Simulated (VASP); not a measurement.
Wanted: the native input for a VASP 6.6.1 run.

```
Task                   : single point
Functional             : PBEsol
Potentials or basis    : VASP PAW PBE potentials, release 64 (Rb_sv, Sr_sv)
Cutoff                 : 520 eV
k mesh                 : 4 × 4 × 4
Occupations            : fermi-dirac, width 0.1 eV
Spin                   : no spin polarisation
Dipole correction      : no
Further INCAR settings : ALGO = Normal; EDIFF = 1e-07; NBANDS = 28
```

The structure of RbSr3 lies in POSCAR:

```
RbSr3
1.0
    6.1342852274      0.0000000000      0.0000000000
    0.0000000000      6.1342852274      0.0000000000
    0.0000000000      0.0000000000      6.1342852274
Rb Sr
1 3
Direct
    0.0000000000      0.0000000000      0.0000000000
    0.0000000000      0.5000000000      0.5000000000
    0.5000000000      0.0000000000      0.5000000000
    0.5000000000      0.5000000000      0.0000000000
```

These files were run (other wordings do the same):

INCAR

```
SYSTEM = RbSr3
ALGO = Normal
EDIFF = 1E-7
ENCUT = 520
GGA = PS
ISIF = 2
ISMEAR = -1
LASPH = .TRUE.
LCHARG = .FALSE.
LREAL = .FALSE.
LWAVE = .FALSE.
NBANDS = 28
NELM = 100
PREC = Accurate
SIGMA = 0.1
```

KPOINTS

```
k-points
0
G
  4 4 4
  0 0 0
```

Potentials or basis: VASP PAW PBE potentials, release 64 (Rb_sv, Sr_sv).

The run is started by

```sh
$ cat potpaw_PBE.64/Rb_sv/POTCAR potpaw_PBE.64/Sr_sv/POTCAR > POTCAR
$ mpirun -np 1 vasp_std > vasp.out
```

It gave:

```json
{
 "Pressure": "0.0 GPa"
}
```

Caveat: the PAW data sets were made with another functional, which shifts forces and pressure a little.

It took 54 s on 1 thread of AMD EPYC 7R13 Processor (Zen 3), on a shared host, peak memory 0.3 GiB.
